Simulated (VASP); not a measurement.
A run of VASP 6.6.1 is set up as follows.

The input INCAR:

```
SYSTEM = SiO2
PREC = Accurate
ENCUT = 520
EDIFF = 1E-7
ISMEAR = -1
SIGMA = 0.05
LREAL = Auto
LASPH = .True.
NELM = 60
ALGO = Normal
ISIF = 2
LWAVE = .False.
LCHARG = .True.
GGA = PE
LELF = .True.
LVHAR = .True.
NBANDS = 72
ISYM = 0
```

Contents of KPOINTS:

```
regular mesh
0
Gamma
  1 1 1
  0 0 0
```

The input POSCAR:

```
SiO2
1.0
    6.6801160000      0.0097880000     -0.1947280000
    0.0097880000      6.8389880000     -0.1197180000
   -0.1947280000     -0.1197180000      6.8867160000
Si O
7 14
Direct
    0.6607374155      0.3729166081      0.8986159595
    0.0811165469      0.6909316169      0.6034765503
    0.5714037391      0.7525365837      0.6680245682
    0.8816082721      0.9628224283      0.9256687790
    0.9232464673      0.3903776867      0.2586916861
    0.6841295749      0.0083506804      0.2994826432
    0.2912084610      0.1831192602      0.0800946507
    0.8310758506      0.2032897130      0.8482390120
    0.1298418090      0.0345737287      0.9727042517
    0.9602809385      0.7758190466      0.7720090521
    0.3098263609      0.7405557772      0.6189432996
    0.6267971284      0.8997838653      0.8395742290
    0.7762592750      0.4884283067      0.0901397816
    0.4616701518      0.0936213484      0.2368407912
    0.8548164728      0.9158219092      0.1598756315
    0.1487805453      0.3503099934      0.1904150178
    0.4402501215      0.2798158124      0.9233377731
    0.6380559221      0.8505017270      0.4658563994
   -0.0350075607      0.5518635952      0.4480099156
    0.6161765819      0.5255391488      0.7277023373
    0.7985885037      0.2156415111      0.3694873888
```

Potentials or basis: VASP PAW PBE potentials, release 64 (Si, O).

Run with:

```sh
$ cat potpaw_PBE.64/Si/POTCAR potpaw_PBE.64/O/POTCAR > POTCAR
$ mpirun -np 1 vasp_gam > vasp.out
```

(1) Predict the band gap on the k mesh.

(2) Predict the largest force.

Answers

(1) 3.12 eV.

(2) 2.451 eV/Å.

Caveat: the k points lie up to 0.94 Å⁻¹ apart.
